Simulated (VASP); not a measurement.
A run of VASP 6.6.1 is set up as follows.

The input POSCAR:

```
CdTe
1.0
    0.0000000000      3.1197940000      3.1197940000
    3.1197940000      0.0000000000      3.1197940000
    3.1197940000      3.1197940000      0.0000000000
Te Cd
1 1
Direct
    0.5000000000      0.5000000000      0.5000000000
    0.0000000000      0.0000000000      0.0000000000
```

The input INCAR.step1:

```
PREC = Accurate ; ENCUT = 550
ISMEAR = -1 ; SIGMA = 0.1
LREAL = False ; LASPH = True
NELM = 120 ; NBANDS = 16
GGA = PE ; ALGO = Normal
EDIFF = 1E-5 ; LWAVE = True
LCHARG = False ; GGA_COMPAT = False
```

Contents of INCAR.step2:

```
PREC = Accurate ; ENCUT = 550
EDIFF = 1E-6 ; ISMEAR = -1
SIGMA = 0.1 ; LREAL = False
LASPH = True ; NELM = 120
ALGO = Normal ; ISIF = 2
LWAVE = False ; LCHARG = True
METAGGA = R2SCAN ; LMIXTAU = True
IVDW = 13 ; VDW_S6 = 1.0
VDW_S8 = 0.6018749 ; VDW_A1 = 0.51559235
VDW_A2 = 5.77342911 ; LELF = True
LVHAR = True ; NBANDS = 16
ISTART = 1 ; GGA_COMPAT = False
```

Contents of KPOINTS:

```
Automatic mesh
0
Gamma
  5 5 5
```

Potentials or basis: VASP PAW PBE potentials, release 64 (Te, Cd).

The run is started by

```console
$ cat potpaw_PBE.64/Te/POTCAR potpaw_PBE.64/Cd/POTCAR > POTCAR
$ cp INCAR.step1 INCAR
$ mpirun -np 1 vasp_std > vasp.out
$ cp INCAR.step2 INCAR
$ mpirun -np 1 vasp_std > vasp.out
```

**Question.** Predict the band gap on the k mesh.

**Answer.** Zero (band 9 reaches 3.13 eV, above the bottom of band 10 at 2.67 eV).

**Question.** Predict the pressure.

**Answer.** -3.9 GPa.

**Question.** Estimate the dispersion energy per atom.

**Answer.** -0.140 eV.

Caveat: the PAW data sets were made with another functional, which shifts forces and pressure a little; spin-orbit coupling is left out, which moves the levels of the heavy elements; pairwise dispersion overbinds metals, which lowers pressure and volume.
